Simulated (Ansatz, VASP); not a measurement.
# Ga: VASP beside Ansatz

INCAR

```
SYSTEM = Ga
PREC = Accurate ; ENCUT = 520
EDIFF = 1E-7 ; ISMEAR = 0
SIGMA = 0.15 ; LREAL = .False.
LASPH = .True. ; NELM = 80
ALGO = Fast ; ISIF = 2
LWAVE = .False. ; LCHARG = .False.
GGA = PS ; NBANDS = 20
```

File KPOINTS:

```
Automatic mesh
0
Gamma
  20 20 16
  0 0 0
```

Contents of POSCAR:

```
Ga
1.0
    1.5619651503     -4.3788885075      0.0000000000
    1.5619651503      4.3788885075      0.0000000000
    0.0000000000      0.0000000000      2.7318231870
Ga
2
Direct
    0.8670000000      0.1330000000      0.2500000000
    0.1330000000      0.8670000000      0.7500000000
```

Input for Ansatz:

```yaml
crystal:
  lattice:
    - [1.5619651503, -4.3788885075, 0.0]
    - [1.5619651503, 4.3788885075, 0.0]
    - [0.0, 0.0, 2.731823187]
  atoms:
    - { symbol: Ga, position: [0.867, 0.133, 0.25] }
    - { symbol: Ga, position: [0.133, 0.867, 0.75] }
basis:
  ecutwfc: 420
kpoints:
  mp_grid: { grid: [20, 20, 16] }
hamiltonian:
  xc: pbesol
scf:
  occupations: { method: gaussian, width: 0.15 }
output:
  forces: true
  stress: true
  eigenvalues: true
```

Alike in both runs: task single point; functional PBEsol; k mesh 20 × 20 × 16; occupations gaussian, width 0.15 eV; no spin polarisation.

|  | VASP | Ansatz |
| --- | --- | --- |
| version | VASP 6.6.1 | Ansatz 0.2.0 |
| potentials or method | VASP PAW PBE potentials, release 64 (Ga_d), cutoff 520 eV | scalar-relativistic, plane waves, PAW |
| valence electrons in the cell | 26 | 26 |

Ansatz gave:

| Quantity | Value |
| --- | --- |
| gap on the k mesh at the Fermi level (eV) | none |
| pressure (GPa) | -0.1 |
| traceless stress, the component that is largest in VASP (GPa) | -4.81 |
| rms of the force components (eV/Å) | 0.184 |

Estimate VASP's values.

gap on the k mesh at the Fermi level (eV): none; pressure (GPa): -0.1; traceless stress, the component that is largest in VASP (GPa): -4.83; rms of the force components (eV/Å): 0.184.

VASP's potentials were made for PBE, not for PBEsol. Atom by atom the forces differ by 0.000 eV/Å (rms over components). A gap of «none» marks a metal or a gap that the smearing closes. The functional is the same, so the differences come from potentials, cutoffs and numerics.
